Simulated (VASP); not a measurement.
# TiO2 (P4_2/mnm) in VASP: notebook, part 2 of 2

VASP 6.6.1. Earlier steps stand in the parts before.

**3. Single point, LDA (9.53 Å³/atom)**

INCAR reads:

```
ALGO = Normal
EDIFF = 1E-6
ENCUT = 520
ISIF = 2
ISMEAR = 0
LASPH = T
LCHARG = F
LREAL = F
LWAVE = F
NBANDS = 33
NELM = 60
PREC = Accurate
SIGMA = 0.05
```

KPOINTS reads:

```
k-points
0
Gamma
  8 8 10
```

POSCAR reads:

```
TiO2
1.0
    4.2908279150      0.0000000000      0.0000000000
    0.0000000000      4.2908279150      0.0000000000
    0.0000000000      0.0000000000      3.1044139965
Ti O
2 4
Direct
    0.0000000000      0.0000000000      0.0000000000
    0.5000000000      0.5000000000      0.5000000000
    0.3039457556      0.3039457556      0.0000000000
    0.1960542444      0.8039457556      0.5000000000
    0.6960542444      0.6960542444      0.0000000000
    0.8039457556      0.1960542444      0.5000000000
```

Potentials or basis: VASP PAW LDA potentials, release 64 (Ti_sv, O).

The run is started by

```console
cat potpaw_LDA.64/Ti_sv/POTCAR potpaw_LDA.64/O/POTCAR > POTCAR
mpirun -np 1 vasp_std > vasp.out
```

OUTCAR:

```text
EDIFF = 1E-6
   ENCUT = 520
   ISIF = 2
   ISMEAR = 0
   LASPH = T
   LREAL = F
   NELM = 60
   PREC = Accurate

 ion  position               nearest neighbor table
   1  0.000  0.000  0.000-   3 1.84   5 1.84   4 1.96   6 1.96   4 1.96   6 1.96
   2  0.500  0.500  0.500-   4 1.84   6 1.84   5 1.96   3 1.96   3 1.96   5 1.96
   3  0.304  0.304  0.000-   1 1.84   2 1.96   2 1.96
   4  0.196  0.804  0.500-   2 1.84   1 1.96   1 1.96
   5  0.696  0.696  0.000-   1 1.84   2 1.96   2 1.96
   6  0.804  0.196  0.500-   2 1.84   1 1.96   1 1.96

  LATTYP: Found a simple tetragonal cell.
 ALAT       =     4.2908279150
 C/A-ratio  =     0.7235000000

  Lattice vectors:

 A1 = (   4.2908279150,   0.0000000000,   0.0000000000)
 A2 = (   0.0000000000,   4.2908279150,   0.0000000000)
 A3 = (   0.0000000000,   0.0000000000,   3.1044139965)

Analysis of symmetry for initial positions (statically):
=====================================================================
 Subroutine PRICEL returns:
 Original cell was already a primitive cell.

 Routine SETGRP: Setting up the symmetry group for a
 simple tetragonal supercell.

 Subroutine GETGRP returns: Found 16 space group operations
 (whereof  8 operations were pure point group operations)
 out of a pool of 16 trial point group operations.

The static configuration has the point symmetry D_2h.
 The point group associated with its full space group is D_4h.

Analysis of symmetry for dynamics (positions and initial velocities):
=====================================================================
 Subroutine PRICEL returns:
 Original cell was already a primitive cell.

 Routine SETGRP: Setting up the symmetry group for a
 simple tetragonal supercell.

 Subroutine GETGRP returns: Found 16 space group operations
 (whereof  8 operations were pure point group operations)
 out of a pool of 16 trial point group operations.

The dynamic configuration has the point symmetry D_2h.
 The point group associated with its full space group is D_4h.

 Subroutine INISYM returns: Found 16 space group operations
 (whereof  8 operations are pure point group operations),
 and found     1 'primitive' translations

----------------------------------------------------------------------------------------

                                     Primitive cell

  volume of cell :      57.1560

  direct lattice vectors                    reciprocal lattice vectors
     4.290827915  0.000000000  0.000000000     0.233055256  0.000000000  0.000000000
     0.000000000  4.290827915  0.000000000     0.000000000  0.233055256  0.000000000
     0.000000000  0.000000000  3.104413996     0.000000000  0.000000000  0.322121985

  length of vectors
     4.290827915  4.290827915  3.104413996     0.233055256  0.233055256  0.322121985

  position of ions in fractional coordinates (direct lattice)
     0.000000000  0.000000000  0.000000000
     0.500000000  0.500000000  0.500000000
     0.303945756  0.303945756  0.000000000
     0.196054244  0.803945756  0.500000000
     0.696054244  0.696054244  0.000000000
     0.803945756  0.196054244  0.500000000

  ion indices of the primitive-cell ions
   primitive index   ion index
                 1           1
                 2           2
                 3           3
                 4           4
                 5           5
[... 32 lines left out ...]
  0.250000  0.000000  0.000000      4.000000
  0.375000  0.000000  0.000000      4.000000
  0.500000  0.000000  0.000000      2.000000
  0.125000  0.125000  0.000000      4.000000
[... 16 lines left out ...]
  0.375000  0.125000  0.100000     16.000000
  0.500000  0.125000  0.100000      8.000000
 [... further k-points ...]
   k-points           NKPTS =     90   k-points in BZ     NKDIM =     90   number of bands    NBANDS=     33
   number of dos      NEDOS =    301   number of ions     NIONS =      6
   total plane-waves  NPLWV =  24576
   dimension x,y,z NGX =    32 NGY =   32 NGZ =   24
   dimension x,y,z NGXF=    64 NGYF=   64 NGZF=   48
   ions per type =               2   4
   NGX,Y,Z   is equivalent  to a cutoff of  12.40, 12.40, 12.85 a.u.
   NGXF,Y,Z  is equivalent  to a cutoff of  24.80, 24.80, 25.70 a.u.
 SYSTEM =  unknown system
   PREC   = accura    normal or accurate (medium, high low for compatibility)
   ISTART =      0    job   : 0-new  1-cont  2-samecut
   ICHARG =      2    charge: 1-file 2-atom 10-const
   ISPIN  =      1    spin polarized calculation?
   LNONCOLLINEAR =      F non collinear calculations
   LSORBIT =      F    spin-orbit coupling
   LASPH  =      T    aspherical Exc in radial PAW
   ENCUT  =  520.0 eV  38.22 Ry    6.18 a.u.   7.98  7.98  5.77*2*pi/ulx,y,z
   NELM   =     60;   NELMIN=  2; NELMDL= -5     # of ELM steps
   EDIFF  = 0.1E-05   stopping-criterion for ELM
   LREAL  =      F    real-space projection
   EDIFFG = 0.1E-04   stopping-criterion for IOM
   NSW    =      0    number of steps for IOM
   IBRION =     -1    ionic relax: 0-MD 1-quasi-New 2-CG
   NFREE  =      0    steps in history (QN), initial steepest desc. (CG)
   ISIF   =      2    stress and relaxation
   ISYM   =      2    0-nonsym 1-usesym 2-fastsym
   POTIM  = 0.5000    time-step for ionic-motion
   TEBEG  =    0.0;   TEEND  =   0.0 temperature during run
   PSTRESS=    0.0 pullay stress
   NELECT =      48.0000    total number of electrons
   NUPDOWN=      -1.0000    fix difference up-down
   EMIN   =  10.00;   EMAX   =-10.00  energy-range for DOS
   EFERMI =   0.00;   METHOD = LEGACY
   ISMEAR =     0;   SIGMA  =   0.05  broadening in eV -4-tet -1-fermi 0-gaus
   EFERMI_NEDOS =   21; number of points for ismear=-14 and -15
   IALGO  =     38    algorithm
   IMIX   =      4    mixing-type and parameters
     AMIX     =   0.40;   BMIX     =  1.00
     AMIX_MAG =   1.60;   BMIX_MAG =  1.00
  volume/ion in A,a.u.               =       9.53        64.28
  Fermi-wavevector in a.u.,A,eV,Ry     =   1.544548  2.918772 32.458430  2.385627
  Thomas-Fermi vector in A             =   2.650053
   LORBIT       =      0    0 simple, 1 ext, 2 COOP (PROOUT), +10 PAW based schemes
   GGA     = CA    functional components
   LHFCALC =     F    Hartree Fock is set to
   AEXX    =    0.0000 exact exchange contribution
   IVDW    =     0    specifies the selected vdW correction
   LEPSILON=     F    determine dielectric tensor
   LRPA    =     F    only Hartree local field effects (RPA)
 non-spin polarized calculation
 Gauss-broadening in eV      SIGMA  =   0.05
  energy-cutoff  :      520.00
  volume of cell :       57.16
 maximum number of plane-waves:      1564
 NGX is ok and might be reduce to    32
   NGX = 15   NGY = 15   NGZ = 11

 number of electron      48.0000048 magnetization

 Free energy of the ion-electron system (eV)
  ---------------------------------------------------
  ext. energy  EPLUGINS =         0.00000000
  ---------------------------------------------------
  free energy    TOTEN  =       -58.19460492 eV

  energy without entropy =      -58.19460492  energy(sigma->0) =      -58.19460492

 E-fermi :   5.9306     XC(G=0): -12.4965

 val. band max:        5.5894251519   @ k =   0.0000   0.0000   0.0000
 cond. band min:       7.5946806114   @ k =   0.0000   0.0000   0.0000
 fundamental gap:      2.0052554594
 Fermi energy:         5.9305837577

 k-point     1 :       0.0000    0.0000    0.0000
  band No.  band energies     occupation
      1     -50.3706      2.00000
      2     -50.3347      2.00000
      3     -27.1945      2.00000
      4     -27.1945      2.00000
      5     -26.9622      2.00000
      6     -26.9371      2.00000
[... 853 lines left out ...]
     32      11.9379      0.00000
     33      12.8571      0.00000

 [... further k-points ...]

------------------------ aborting loop because EDIFF is reached ----------------------------------------

  FORCE on cell =-STRESS in cart. coord.  units (eV):
  Direction    XX          YY          ZZ          XY          YZ          ZX
  --------------------------------------------------------------------------------------
  -------------------------------------------------------------------------------------
  Total        8.5421407      8.5421407     -2.4048397      0.0000000      0.0000000      0.0000000
  in kB      239.4503489    239.4503489    -67.4116400      0.0000000      0.0000000      0.0000000
  external PRESSURE =     137.1630192 kB  Pullay stress =       0.0000000 kB

 VOLUME and BASIS-vectors are now :
 -----------------------------------------------------------------------------
  energy-cutoff  :      520.00
  volume of cell :       57.16
      direct lattice vectors                 reciprocal lattice vectors
     4.290827915  0.000000000  0.000000000     0.233055256  0.000000000  0.000000000
     0.000000000  4.290827915  0.000000000     0.000000000  0.233055256  0.000000000
     0.000000000  0.000000000  3.104413996     0.000000000  0.000000000  0.322121985

 POSITION                                       TOTAL-FORCE (eV/Angst)
 -----------------------------------------------------------------------------------
      0.00000      0.00000      0.00000        -0.000000      0.000000      0.000000
      2.14541      2.14541      1.55221        -0.000000      0.000000      0.000000
      1.30418      1.30418      0.00000         0.215013      0.215013      0.000000
      0.84124      3.44959      1.55221        -0.215013      0.215013      0.000000
      2.98665      2.98665      0.00000        -0.215013     -0.215013      0.000000
      3.44959      0.84124      1.55221         0.215013     -0.215013      0.000000
 -----------------------------------------------------------------------------------
    total drift:                               -0.000000     -0.000000     -0.000000

  FREE ENERGIE OF THE ION-ELECTRON SYSTEM (eV)
  ---------------------------------------------------
  free  energy   TOTEN  =       -58.1946049239 eV

  energy  without entropy=      -58.1946049239  energy(sigma->0) =      -58.19460492
```

stdout:

```text
POSCAR found type information on POSCAR TiO
 POSCAR found :  2 types and       6 ions
 scaLAPACK will be used
 LDA part: xc-table for (Slater(with rela. corr.)+CA(PZ))
 , standard interpolation
 POSCAR, INCAR and KPOINTS ok, starting setup
 FFT: planning ... GRIDC
 FFT: planning ... GRID_SOFT
 FFT: planning ... GRID
 WAVECAR not read
 entering main loop
```

Run time: 68 s. Hardware: 1 thread of Intel Xeon 6975P-C (Granite Rapids), shared host; peak memory 0.23 GiB.

What came out:

- Free energy: -58.1946 eV
- Pressure: 13.7 GPa
- Largest force: 0.304 eV/Å
- Band gap on the k mesh: 2.01 eV

Forces on the atoms (eV/Å):
```
Ti   0.000  0.000  0.000
Ti   0.000  0.000  0.000
O    0.215  0.215  0.000
O   -0.215  0.215  0.000
O   -0.215 -0.215  0.000
O    0.215 -0.215  0.000
```

Caveat: the cell stands under pressure. A k mesh can miss the band edges.
